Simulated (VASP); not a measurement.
Input of a VASP 6.6.1 run:

The input INCAR:

```
PREC = Accurate ; ENCUT = 520
EDIFF = 1E-6 ; ISMEAR = -1
SIGMA = 0.05 ; LREAL = Auto
LASPH = True ; NELM = 120
ALGO = Normal ; ISIF = 2
LWAVE = False ; LCHARG = True
GGA = PE ; IVDW = 12
LELF = True ; LVHAR = True
NBANDS = 58 ; GGA_COMPAT = False
```

Contents of KPOINTS:

```
regular mesh
0
Gamma
  1 1 1
```

The input POSCAR:

```
H10C3
1.0
    7.7473110000      0.0000000000      0.0000000000
    0.0000000000      7.7473110000      0.0000000000
    0.0000000000      0.0000000000      7.7473110000
C H
9 30
Direct
    0.3076035027      0.9346726884      0.2822269559
    0.6096954156      0.2625297990      0.4169188509
   -0.0061053442      0.8725737227      0.8009230558
   -0.0194777259      0.4098583367      0.1585582404
   -0.0031882030      0.2092338877      0.1631275677
    0.5110031080      0.1167243706      0.8054794754
    0.5817502357     -0.0240083301      0.6829079148
    0.3789314770      0.5204257322      1.0156814410
    0.4364352999      0.5445631394      0.8242214621
    0.2424325034      1.0561083710      0.2678348655
    0.2641561698      0.9009319492      0.4175771439
    0.4470841560      0.9570675554      0.2764184889
    0.2759925347      0.8706375670      0.1649991849
    0.4735449500      0.2752697033      0.4740354427
    0.5942836166      0.2463693532      0.2765991968
    0.6784031259      0.1515622646      0.4836774979
    0.6693935483      0.3785313382      0.4513307908
   -0.0690304029      0.9697041980      0.8656681008
    0.0026202640      0.7653623302      0.8882178604
    0.1428624719      0.8953300055      0.7700349192
   -0.0898763455      0.8265964797      0.6914786305
    0.0425437936      0.4897699344      0.0315722449
   -0.1418298555      0.4283034462      0.1976685846
    0.0527796031      0.4423083054      0.2596901041
    0.0106230407      0.1714788525      0.3034988527
   -0.1257726713      0.1566479002      0.1221585141
    0.0947554577      0.1311680917      0.1047976517
    0.3942916452      0.1684068188      0.7730940451
    0.5118937396      0.0608727338      0.9423785879
    0.5982979127      0.2350492965      0.8290102204
    0.7141832824     -0.0050210970      0.6499674532
    0.5719661958     -0.1435853033      0.7488017455
    0.4935906149     -0.0480682910      0.5715918723
    0.2861896211      0.4235017802      1.0275952521
    0.4881951944      0.4906992891      1.0911140653
    0.3024016978      0.6250426761      1.0710167696
    0.3325540952      0.4830192050      0.7345387322
    0.4861815926      0.6539301185      0.7451875883
    0.5469510647      0.4563389801      0.8181290257
```

Potentials or basis: VASP PAW PBE potentials, release 64 (C, H).

Launch:

```console
$ cat potpaw_PBE.64/C/POTCAR potpaw_PBE.64/H/POTCAR > POTCAR
$ mpirun -np 1 vasp_gam > vasp.out
```

**Question.** What does it give for the largest force?

**Answer.** 6.373 eV/Å.

**Question.** Predict the pressure.

**Answer.** 1.3 GPa.

**Question.** Predict the dispersion energy per atom.

**Answer.** -0.031 eV.

Forces on the atoms (eV/Å):
```
C    0.451  1.123  1.507
C   -1.832 -1.728  0.704
C    2.703 -2.119 -2.097
C    3.170 -1.532 -5.313
C   -0.941  0.161  1.274
C    4.013 -0.678  2.505
C   -1.859  0.571  0.110
C   -0.153  2.594 -1.472
C   -0.878 -2.119 -1.328
H    0.225  0.898 -0.079
H    0.303 -0.876 -1.315
H    0.000  0.023  0.303
H   -0.679 -1.434 -0.264
H    1.204 -0.377 -0.527
H    0.291 -0.012  0.236
H   -0.657  1.127 -1.083
H    1.062  1.655  0.145
H   -0.838  2.234  1.100
H   -0.153 -0.783  0.656
H   -2.482  0.142  0.025
H    1.016  0.400  0.368
H   -1.954 -1.740  2.412
H   -3.639  1.313  0.246
H    2.683  1.882  3.156
H   -0.354  0.291 -0.701
H   -0.468 -0.474 -0.249
H    0.794  0.395 -0.990
H   -2.771  0.844 -0.660
H   -0.560  0.447 -1.118
H   -0.516 -1.290 -0.774
H    0.605  0.075 -0.478
H    0.243 -1.101  0.841
H    0.749  0.542  0.163
H   -0.776 -1.960 -0.253
H    1.022 -0.096  1.095
H    0.464  0.639  0.110
H    1.117  0.663  0.899
H   -0.590  0.400  1.341
H   -0.015 -0.100 -0.495
```

Caveat: the k points lie up to 0.81 Å⁻¹ apart.
